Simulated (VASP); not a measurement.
The system is Na2N.

```
Na N
1.0
     3.69222    0.00000    0.00000
    -1.84611    3.19756    0.00000
     0.00000    0.00000    5.54164
Na N
2 1
Cartesian
  0.0000 2.1317 1.1021
  1.8461 1.0659 4.4395
  0.0000 0.0000 0.0000
```

The cell was generated, and may not be a known phase.

* Program: VASP 6.6.1
* Task: relaxation of cell and atoms
* Functional: PBE
* Potentials or basis: VASP PAW PBE potentials, release 64 (Na_sv, N)
* Cutoff: 970 eV
* k mesh: 15 × 15 × 8
* Occupations: gaussian, width 0.1 eV
* Spin: no spin polarisation

At the start: pressure -0.4 GPa; volume 21.81 Å³/atom.

Task: How do energy, volume and symmetry change on relaxing?

Result: Over 10 steps the energy falls by 4.2 meV/atom and the volume is 20.12 Å³/atom (-7.7 %); space group P-3m1 (No. 164, to 0.1 Å) before and after.

Step by step:
| step | energy change (eV) | largest force (eV/Å) | pressure (GPa) | volume (Å³) |
| --- | --- | --- | --- | --- |
| 1 | 0.0000 | 0.0080 | -0.42 | 65.43 |
| 2 | -0.0013 | 0.0338 | -0.22 | 64.89 |
| 3 | -0.0021 | 0.0773 | 0.13 | 64.02 |
| 4 | -0.0032 | 0.0759 | 0.14 | 63.76 |
| 5 | -0.0063 | 0.0716 | 0.17 | 62.97 |
| 6 | -0.0106 | 0.0633 | 0.23 | 61.39 |
| 7 | -0.0093 | 0.0450 | 0.52 | 58.17 |
| 8 | -0.0116 | 0.0611 | 0.36 | 59.90 |
| 9 | -0.0097 | 0.0744 | -0.65 | 61.19 |
| 10 | -0.0125 | 0.0093 | -0.02 | 60.37 |

Final structure:
```yaml
crystal:
  lattice:
    - [3.70925, 0.00000, 0.00000]
    - [-1.85463, 3.21231, 0.00000]
    - [0.00000, 0.00000, 5.06640]
  atoms:
    - { symbol: Na, position: [0.33333, 0.66667, 0.21252] }
    - { symbol: Na, position: [0.66667, 0.33333, 0.78748] }
    - { symbol: N, position: [0.00000, 0.00000, 0.00000] }
```
